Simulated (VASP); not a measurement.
A run of VASP 6.6.1:

File INCAR:

```
SYSTEM = ZrPdSe4
PREC = Accurate
ENCUT = 600
EDIFF = 1E-6
ISMEAR = 0
SIGMA = 0.1
LREAL = .FALSE.
LASPH = .TRUE.
NELM = 100
ALGO = Fast
ISIF = 3
LWAVE = .FALSE.
LCHARG = .FALSE.
GGA = PE
IBRION = 2
NSW = 100
EDIFFG = -0.01
```

KPOINTS

```
regular mesh
0
G
  10 10 10
  0 0 0
```

The input POSCAR:

```
ZrPdSe4
1.0
   -3.8627800887      3.8627800887      2.5704214502
    3.8627800887     -3.8627800887      2.5704214502
    3.8627800887      3.8627800887     -2.5704214502
Zr Pd Se
1 1 4
Direct
    0.0000000000      0.0000000000      0.0000000000
    0.5000000000      0.5000000000      0.0000000000
    0.5000000000      0.8121679124      0.3121679124
    0.5000000000      0.1878320876      0.6878320876
    0.8121679124      0.5000000000      0.3121679124
    0.1878320876      0.5000000000      0.6878320876
```

Potentials or basis: VASP PAW PBE potentials, release 64 (Zr_sv, Pd, Se).

Run with:

```console
$ cat potpaw_PBE.64/Zr_sv/POTCAR potpaw_PBE.64/Pd/POTCAR potpaw_PBE.64/Se/POTCAR > POTCAR
$ mpirun -np 1 vasp_std > vasp.out
```

Hardware: 1 thread of Oxide Virtual Turin-like Processor, on a shared host.

**Question.** Estimate the wall time of this run.

**Answer.** Run time: 120 min on 1 thread of Oxide Virtual Turin-like Processor, with other jobs on the host, peak memory 0.72 GiB. Counts: scf iterations 109, k points 102, ion steps 8.
